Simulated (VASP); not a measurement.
Write the native input for VASP 6.6.1 that does the following.

```yaml
Task: single point
Functional: PBE
Potentials_or_basis: VASP PAW PBE potentials, release 64 (F)
Cutoff: 520 eV
k_mesh: 5 × 5 × 3
Occupations: fermi-dirac, width 0.02 eV
Spin: no spin polarisation
Dipole_correction: no
Further_INCAR_settings: ALGO = Normal; EDIFF = 1e-06; NBANDS = 22
```

The structure of F lies in POSCAR:

```
F
1.0
    3.5401180000     -2.0919010000      0.0000000000
    3.5401180000      2.0919010000      0.0000000000
    0.0000000000      0.0000000000      6.3757260000
F
4
Direct
    0.9125420000      0.0874580000      0.0960130000
    0.5874580000      0.4125420000      0.5960130000
    0.4125420000      0.5874580000      0.4039870000
    0.0874580000      0.9125420000      0.9039870000
```

These files were run (other wordings do the same):

INCAR

```
SYSTEM = F
ALGO = Normal ; EDIFF = 1E-6
ENCUT = 520 ; GGA = PE
ISIF = 2 ; ISMEAR = -1
LASPH = .True. ; LCHARG = .True.
LELF = .True. ; LREAL = .False.
LVHAR = .True. ; LWAVE = .False.
NBANDS = 22 ; NELM = 80
PREC = Accurate ; SIGMA = 0.02
```

KPOINTS

```
k-points
0
Gamma
  5 5 3
  0 0 0
```

Potentials or basis: VASP PAW PBE potentials, release 64 (F).

The run is started by

```console
$ cat potpaw_PBE.64/F/POTCAR > POTCAR
$ mpirun -np 1 vasp_std > vasp.out
```

Results of the run:

The pressure is -0.3 GPa, the largest force is 0.047 eV/Å and the band gap on the k mesh is 3.09 eV, indirect (the least direct gap lies 3.6 meV higher).

Run time: 10 s on 1 thread of Intel(R) Xeon(R) 6975P-C (Granite Rapids) (shared host), peak memory 0.2 GiB.
